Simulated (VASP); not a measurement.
NbAs:

```
Nb As
1.0
     0.00000    2.90678    2.90678
     2.90678    0.00000    2.90678
     2.90678    2.90678    0.00000
Nb As
1 1
Cartesian
  0.0000 0.0000 0.0000
  1.4534 1.4534 1.4534
```

Base run:

- Program: VASP 6.6.1
- Functional: PBE
- Potentials or basis: VASP PAW PBE potentials, release 64 (Nb_sv, As)
- Cutoff: 500 eV
- k mesh: 12 × 12 × 12
- Occupations: gaussian, width 0.1 eV
- Spin: collinear spin
- Starting moments: [1.35, -0.05] μB
- Fixed moment: 2 μB

Its results: pressure 5.4 GPa; net moment 2.00 μB per cell; site moments Nb +1.46; As -0.06 μB.

Task: The run is repeated on the same cell with these changes: fixed moment from 2 μB to none; moments at the start from [1.35, -0.05] to [2.5, 0.0]. What comes out?

Result: Pressure 0.1 GPa; net moment 0.05 μB per cell; site moments Nb +0.04; As -0.00 μB.

Caveats: the cell stands under pressure (at least some runs); the total moment is fixed, so each spin has its own Fermi level (at least some runs).
